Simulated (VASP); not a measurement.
# MoW2 (Ccce) in VASP: a series of runs

MoW2 is run at these levels: PBE; tasks: single point.

All numbers are computed with VASP 6.6.1; they aren't measurements. Logs are shortened: lines on timing, memory, paths and dates and some standing lists are left out, and cuts for length are marked.

## 1. The cell of the first run

The structure is orthorhombic, space group Ccce (No. 68). Conventional cell: a = 4.966 Å, b = 8.895 Å, c = 5.155 Å, α = 90.00°, β = 90.00°, γ = 90.00°. Within 3.5 Å of Mo (site symmetry 222) lie 8 W at 2.66 to 3.13 Å. Within 3.4 Å of W (site symmetry 2) lie 6 W at 2.58 to 2.91 Å and 4 Mo at 2.66 to 3.13 Å.

## 2. Single point, PBE

Contents of INCAR:

```
PREC = Accurate
ENCUT = 520
EDIFF = 1E-6
ISMEAR = 0
SIGMA = 0.1
LREAL = False
LASPH = True
NELM = 100
ALGO = Normal
ISIF = 2
LWAVE = False
LCHARG = False
GGA = PE
NBANDS = 51
```

Contents of KPOINTS:

```
regular mesh
0
Gamma
  4 4 4
```

Contents of POSCAR:

```
MoW2
1.0
    2.4827709498     -4.4473940002      0.0000000000
    2.4827709498      4.4473940002      0.0000000000
    0.0000000000      0.0000000000      5.1552480543
Mo W
2 4
Direct
    0.5000000000      0.5000000000      0.0000000000
    0.0000000000      0.0000000000      0.5000000000
    0.5000000000      0.0000000000      0.8522612535
    0.0000000000      0.5000000000      0.6477387465
    0.5000000000      0.0000000000      0.3522612535
    0.0000000000      0.5000000000      0.1477387465
```

Potentials or basis: VASP PAW PBE potentials, release 64 (Mo_sv, W_sv).

Launch:

```sh
$ cat potpaw_PBE.64/Mo_sv/POTCAR potpaw_PBE.64/W_sv/POTCAR > POTCAR
$ mpirun -np 1 vasp_std > vasp.out
```

OUTCAR:

```text
PREC = Accurate
   ENCUT = 520
   EDIFF = 1E-6
   ISMEAR = 0
   LREAL = False
   LASPH = True
   NELM = 100
   ISIF = 2
   GGA = PE

 ion  position               nearest neighbor table
   1  0.500  0.500  0.000-   3 2.66   3 2.66   6 2.66   6 2.66   5 3.13   5 3.13   4 3.13   4 3.13

   2  0.000  0.000  0.500-   4 2.66   4 2.66   5 2.66   5 2.66   6 3.13   6 3.13   3 3.13   3 3.13

   3  0.500  0.000  0.852-   5 2.58   5 2.58   1 2.66   1 2.66   4 2.70   4 2.70   6 2.91   6 2.91
                             2 3.13   2 3.13
   4  0.000  0.500  0.648-   6 2.58   6 2.58   2 2.66   2 2.66   3 2.70   3 2.70   5 2.91   5 2.91
                             1 3.13   1 3.13
   5  0.500  0.000  0.352-   3 2.58   3 2.58   2 2.66   2 2.66   6 2.70   6 2.70   4 2.91   4 2.91
                             1 3.13   1 3.13
   6  0.000  0.500  0.148-   4 2.58   4 2.58   1 2.66   1 2.66   5 2.70   5 2.70   3 2.91   3 2.91
                             2 3.13   2 3.13

  LATTYP: Found a base centered orthorhombic cell.
 ALAT       =     4.9655418996
 B/A-ratio  =     1.7913025769
 C/A-ratio  =     1.0382045220

  Lattice vectors:

 A1 = (   2.4827709498,  -4.4473940002,   0.0000000000)
 A2 = (   2.4827709498,   4.4473940002,   0.0000000000)
 A3 = (   0.0000000000,   0.0000000000,   5.1552480543)

Analysis of symmetry for initial positions (statically):
=====================================================================
 Subroutine PRICEL returns:
 Original cell was already a primitive cell.

 Routine SETGRP: Setting up the symmetry group for a
 base centered orthorhombic supercell.

 Subroutine GETGRP returns: Found  8 space group operations
 (whereof  4 operations were pure point group operations)
 out of a pool of  8 trial point group operations.

The static configuration has the point symmetry D_2 .
 The point group associated with its full space group is D_2h.

Analysis of symmetry for dynamics (positions and initial velocities):
=====================================================================
 Subroutine PRICEL returns:
 Original cell was already a primitive cell.

 Routine SETGRP: Setting up the symmetry group for a
 base centered orthorhombic supercell.

 Subroutine GETGRP returns: Found  8 space group operations
 (whereof  4 operations were pure point group operations)
 out of a pool of  8 trial point group operations.

The dynamic configuration has the point symmetry D_2 .
 The point group associated with its full space group is D_2h.

 Subroutine INISYM returns: Found  8 space group operations
 (whereof  4 operations are pure point group operations),
 and found     1 'primitive' translations

[... 103 lines left out ...]
   NFREE  =      0    steps in history (QN), initial steepest desc. (CG)
   ISIF   =      2    stress and relaxation
   ISYM   =      2    0-nonsym 1-usesym 2-fastsym
   POTIM  = 0.5000    time-step for ionic-motion
   TEBEG  =    0.0;   TEEND  =   0.0 temperature during run
   PSTRESS=    0.0 pullay stress
   NELECT =      84.0000    total number of electrons
   NUPDOWN=      -1.0000    fix difference up-down
   EMIN   =  10.00;   EMAX   =-10.00  energy-range for DOS
   EFERMI =   0.00;   METHOD = LEGACY
   ISMEAR =     0;   SIGMA  =   0.10  broadening in eV -4-tet -1-fermi 0-gaus
   EFERMI_NEDOS =   21; number of points for ismear=-14 and -15
   IALGO  =     38    algorithm
   IMIX   =      4    mixing-type and parameters
     AMIX     =   0.40;   BMIX     =  1.00
     AMIX_MAG =   1.60;   BMIX_MAG =  1.00
  volume/ion in A,a.u.               =      18.97       128.05
  Fermi-wavevector in a.u.,A,eV,Ry     =   1.479315  2.795500 29.774619  2.188373
  Thomas-Fermi vector in A             =   2.593488
   LORBIT       =      0    0 simple, 1 ext, 2 COOP (PROOUT), +10 PAW based schemes
   GGA     = PE    functional components
   LHFCALC =     F    Hartree Fock is set to
   AEXX    =    0.0000 exact exchange contribution
   IVDW    =     0    specifies the selected vdW correction
   LEPSILON=     F    determine dielectric tensor
   LRPA    =     F    only Hartree local field effects (RPA)
 non-spin polarized calculation
 Gauss-broadening in eV      SIGMA  =   0.10
  energy-cutoff  :      520.00
  volume of cell :      113.85
 maximum number of plane-waves:      3103
 NGX is ok and might be reduce to    40
   NGX = 19   NGY = 19   NGZ = 19

 number of electron      83.9999999 magnetization

 Free energy of the ion-electron system (eV)
  ---------------------------------------------------
  ext. energy  EPLUGINS =         0.00000000
  ---------------------------------------------------
  free energy    TOTEN  =       -66.63314727 eV

  energy without entropy =      -66.60299245  energy(sigma->0) =      -66.61806986

 E-fermi :   8.8842     XC(G=0): -12.2985

 val. band max:        8.8620515464   @ k =   0.5000   0.2500   0.5000
 cond. band min:       8.8849435332   @ k =  -0.2500   0.2500   0.2500
 fundamental gap:      0.0228919868
 Fermi energy:         8.8842468645

 k-point     1 :       0.0000    0.0000    0.0000
  band No.  band energies     occupation
      1     -64.8554      2.00000
      2     -64.7554      2.00000
      3     -64.7036      2.00000
      4     -64.6592      2.00000
      5     -52.0117      2.00000
      6     -52.0058      2.00000
[... 1123 lines left out ...]
     50      10.7207      0.00000
     51      11.6184      0.00000

------------------------ aborting loop because EDIFF is reached ----------------------------------------

  FORCE on cell =-STRESS in cart. coord.  units (eV):
  Direction    XX          YY          ZZ          XY          YZ          ZX
  --------------------------------------------------------------------------------------
  -------------------------------------------------------------------------------------
  Total        0.1597929      0.0919227      0.4815942      0.0000000      0.0000000      0.0000000
  in kB        2.2487768      1.2936336      6.7775071      0.0000000      0.0000000      0.0000000
  external PRESSURE =       3.4399725 kB  Pullay stress =       0.0000000 kB

 VOLUME and BASIS-vectors are now :
 -----------------------------------------------------------------------------
  energy-cutoff  :      520.00
  volume of cell :      113.85
      direct lattice vectors                 reciprocal lattice vectors
     2.482770950 -4.447394000  0.000000000     0.201387889 -0.112425389  0.000000000
     2.482770950  4.447394000  0.000000000     0.201387889  0.112425389  0.000000000
     0.000000000  0.000000000  5.155248054     0.000000000  0.000000000  0.193977087

 POSITION                                       TOTAL-FORCE (eV/Angst)
 -----------------------------------------------------------------------------------
      2.48277      0.00000      0.00000         0.000000     -0.000000      0.000000
      0.00000      0.00000      2.57762         0.000000      0.000000      0.000000
      1.24139     -2.22370      4.39362        -0.000000     -0.000000      0.008216
      1.24139      2.22370      3.33925         0.000000     -0.000000     -0.008216
      1.24139     -2.22370      1.81599        -0.000000     -0.000000      0.008216
      1.24139      2.22370      0.76163         0.000000     -0.000000     -0.008216
 -----------------------------------------------------------------------------------
    total drift:                                0.000000      0.000000     -0.000000

  FREE ENERGIE OF THE ION-ELECTRON SYSTEM (eV)
  ---------------------------------------------------
  free  energy   TOTEN  =       -66.6331472728 eV

  energy  without entropy=      -66.6029924468  energy(sigma->0) =      -66.61806986
```

OSZICAR:

```text
N       E                     dE             d eps       ncg     rms          rms(c)
DAV:   1     0.118982307130E+04    0.11898E+04   -0.50480E+04  2158   0.184E+03
DAV:   2     0.461546265351E+01   -0.11852E+04   -0.11602E+04  2232   0.598E+02
DAV:   3    -0.679058935154E+02   -0.72521E+02   -0.69418E+02  2668   0.144E+02
DAV:   4    -0.701872657268E+02   -0.22814E+01   -0.22279E+01  2588   0.228E+01
DAV:   5    -0.702495409474E+02   -0.62275E-01   -0.62037E-01  2700   0.353E+00    0.419E+01
DAV:   6    -0.691978503651E+02    0.10517E+01   -0.25503E+01  2657   0.177E+01    0.201E+01
DAV:   7    -0.690270512505E+02    0.17080E+00   -0.37447E+01  2755   0.295E+01    0.140E+01
DAV:   8    -0.666560776438E+02    0.23710E+01   -0.83123E+00  2708   0.850E+00    0.195E+00
DAV:   9    -0.666372105223E+02    0.18867E-01   -0.33052E-01  2732   0.199E+00    0.107E+00
DAV:  10    -0.666334637970E+02    0.37467E-02   -0.15395E-02  2509   0.613E-01    0.163E-01
DAV:  11    -0.666332007251E+02    0.26307E-03   -0.90407E-04  2580   0.141E-01    0.824E-02
DAV:  12    -0.666331516105E+02    0.49115E-04   -0.45520E-04  2733   0.819E-02    0.196E-02
DAV:  13    -0.666331482535E+02    0.33569E-05   -0.27562E-05  2580   0.235E-02    0.552E-03
DAV:  14    -0.666331472728E+02    0.98069E-06   -0.16645E-06  1737   0.599E-03
   1 F= -.66633147E+02 E0= -.66618070E+02  d E =-.301548E-01
```

stdout:

```text
POSCAR found type information on POSCAR MoW
 POSCAR found :  2 types and       6 ions
 scaLAPACK will be used
 LDA part: xc-table for (Slater+PW92), standard interpolation
 POSCAR, INCAR and KPOINTS ok, starting setup
 FFT: planning ... GRIDC
 FFT: planning ... GRID_SOFT
 FFT: planning ... GRID
 WAVECAR not read
 entering main loop
```

It took 3.1 min on 1 thread of AMD EPYC 7R43 (Zen 3), shared host; peak memory 0.23 GiB.

What came out:

- Free energy: -66.6331 eV
- Pressure: 0.3 GPa
- Largest force: 0.008 eV/Å
- Band gap on the k mesh: zero (band 42 reaches 9.52 eV, above the bottom of band 43 at 8.62 eV)

Forces on the atoms (eV/Å):
```
Mo   0.000  0.000  0.000
Mo   0.000  0.000  0.000
W    0.000  0.000  0.008
W    0.000  0.000 -0.008
W    0.000  0.000  0.008
W    0.000  0.000 -0.008
```

Stress tensor (GPa, compression positive):
```
0.22 0.00 0.00
0.00 0.13 0.00
0.00 0.00 0.68
```

Caveat: the k points lie up to 0.36 Å⁻¹ apart; spin-orbit coupling is left out, which moves the levels of the heavy elements.

## 3. Single point, PBE

Contents of INCAR:

```
SYSTEM = MoW2
PREC = Accurate
ENCUT = 520
EDIFF = 1E-6
ISMEAR = 0
SIGMA = 0.1
LREAL = .FALSE.
LASPH = .TRUE.
NELM = 100
ALGO = Normal
ISIF = 2
LWAVE = .FALSE.
LCHARG = .FALSE.
GGA = PE
NBANDS = 51
```

Contents of KPOINTS:

```
Automatic mesh
0
G
  8 8 8
  0 0 0
```

Contents of POSCAR:

```
MoW2
1.0
    2.4955639826     -4.4302352686      0.0000000000
    2.4955639826      4.4302352686      0.0000000000
    0.0000000000      0.0000000000      5.1414654826
Mo W
2 4
Direct
    0.5000000000      0.5000000000      0.0000000000
    0.0000000000      0.0000000000      0.5000000000
    0.5000000000      0.0000000000      0.8481099125
    0.0000000000      0.5000000000      0.6518900875
    0.5000000000      0.0000000000      0.3481099125
    0.0000000000      0.5000000000      0.1518900875
```

Potentials or basis: VASP PAW PBE potentials, release 64 (Mo_sv, W_sv).

Launch:

```sh
$ cat potpaw_PBE.64/Mo_sv/POTCAR potpaw_PBE.64/W_sv/POTCAR > POTCAR
$ mpirun -np 1 vasp_std > vasp.out
```

Run time: 12 min. Hardware: 1 thread of AMD EPYC 7R43 (Zen 3), shared host; peak memory 0.54 GiB.

The run converged. Its results:

```
Free energy            : -66.6312 eV
Pressure               : 0.5 GPa
Band gap on the k mesh : zero (band 42 reaches 9.45 eV, above the bottom of band 43 at 8.43 eV)
```

Stress tensor (GPa, compression positive):
```
0.45 0.00 0.00
0.00 0.36 0.00
0.00 0.00 0.74
```

Levels at points of the mesh, in eV from the Fermi level:
| k point | band 38 | band 39 | band 40 | band 41 | band 42 | band 43 | band 44 | band 45 | band 46 | band 47 |
| --- | --- | --- | --- | --- | --- | --- | --- | --- | --- | --- |
| (0.00, 0.00, 0.00) | -1.21 | -0.69 | -0.48 | 0.15 | 0.54 | 0.72 | 0.77 | 1.03 | 1.23 | 1.56 |
| (0.50, 0.00, 0.00) | -1.64 | -1.28 | -1.28 | -0.41 | -0.41 | 0.68 | 0.68 | 1.52 | 1.52 | 1.77 |
| (0.50, 0.50, 0.00) | -1.26 | -0.92 | -0.73 | -0.72 | -0.02 | 0.20 | 0.67 | 0.71 | 0.90 | 1.08 |
| (0.00, 0.00, 0.50) | -1.58 | -1.49 | -1.49 | -0.36 | -0.36 | 0.12 | 0.12 | 0.27 | 0.27 | 0.82 |
| (0.50, 0.00, 0.50) | -1.57 | -0.89 | -0.89 | -0.50 | -0.50 | -0.01 | -0.01 | 1.02 | 1.02 | 1.12 |
| (0.50, 0.50, 0.50) | -1.28 | -1.08 | -1.08 | -0.93 | -0.93 | 0.14 | 0.14 | 0.70 | 0.70 | 1.09 |

Caveat: spin-orbit coupling is left out, which moves the levels of the heavy elements.
